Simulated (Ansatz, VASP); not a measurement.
**One calculation of SnPb5O6, two programs**

```
CELL_PARAMETERS angstrom
3.97956 0.00000 0.00000
0.00000 3.97956 0.00000
0.00000 0.00000 14.99066
ATOMIC_POSITIONS crystal
Sn 0.00000 0.00000 0.74667
Pb 0.00000 0.00000 0.08000
Pb 0.00000 0.00000 0.41333
Pb 0.50000 0.50000 0.25333
Pb 0.50000 0.50000 0.58667
Pb 0.50000 0.50000 0.92000
O 0.00000 0.50000 0.00000
O 0.00000 0.50000 0.33333
O 0.00000 0.50000 0.66667
O 0.50000 0.00000 0.00000
O 0.50000 0.00000 0.33333
O 0.50000 0.00000 0.66667
```

Alike in both runs: task relaxation of cell and atoms; functional PBE; k mesh 4 × 4 × 1; occupations gaussian, width 0.1 eV; no spin polarisation.

|  | VASP | Ansatz |
| --- | --- | --- |
| version | VASP 6.6.1 | Ansatz 0.2.0 |
| potentials or method | VASP PAW PBE potentials, release 64 (Sn_d, Pb_d, O), cutoff 600 eV | scalar-relativistic, plane waves, PAW |
| valence electrons in the cell | 120 | 120 |

Ansatz gave:

| Quantity | Value |
| --- | --- |
| gap on the k mesh at the Fermi level, each at its own relaxed structure (eV) | 1.46 |
| relaxed volume (Å³/atom) | 22.04 |
| relaxed cell length with the largest relative difference (Å) | 16.340 |

Problem. Estimate VASP's values.

Solution. gap on the k mesh at the Fermi level, each at its own relaxed structure (eV): 1.47; relaxed volume (Å³/atom): 22.11; relaxed cell length with the largest relative difference (Å): 16.399.

Spin-orbit coupling is off throughout.
